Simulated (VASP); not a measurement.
A run of VASP 6.6.1 is set up as follows.

File INCAR:

```
ALGO = Normal
EDIFF = 1E-6
ENCUT = 600
GGA = PE
GGA_COMPAT = False
ISIF = 2
ISMEAR = -1
LASPH = True
LCHARG = False
LREAL = False
LWAVE = False
NBANDS = 10
NELM = 120
PREC = Accurate
SIGMA = 0.01
```

KPOINTS

```
k-points
0
Gamma
  16 16 16
```

POSCAR

```
Fe
1.0
   -1.3807996972      1.3807996972      1.3807996972
    1.3807996972     -1.3807996972      1.3807996972
    1.3807996972      1.3807996972     -1.3807996972
Fe
1
Direct
    0.0000000000      0.0000000000      0.0000000000
```

Potentials or basis: VASP PAW PBE potentials, release 64 (Fe).

Run with:

```sh
$ cat potpaw_PBE.64/Fe/POTCAR > POTCAR
$ mpirun -np 1 vasp_std > vasp.out
```

Question: Estimate the pressure.

Answer: -1.7 GPa.

Question: Predict the band gap on the k mesh.

Answer: Zero (band 4 reaches 7.72 eV, above the bottom of band 5 at 5.69 eV).

Caveat: the run has no spin polarisation, though such a crystal can be magnetic. Spin polarisation is off, so any magnetic state and its effect on volume and gap are missing.
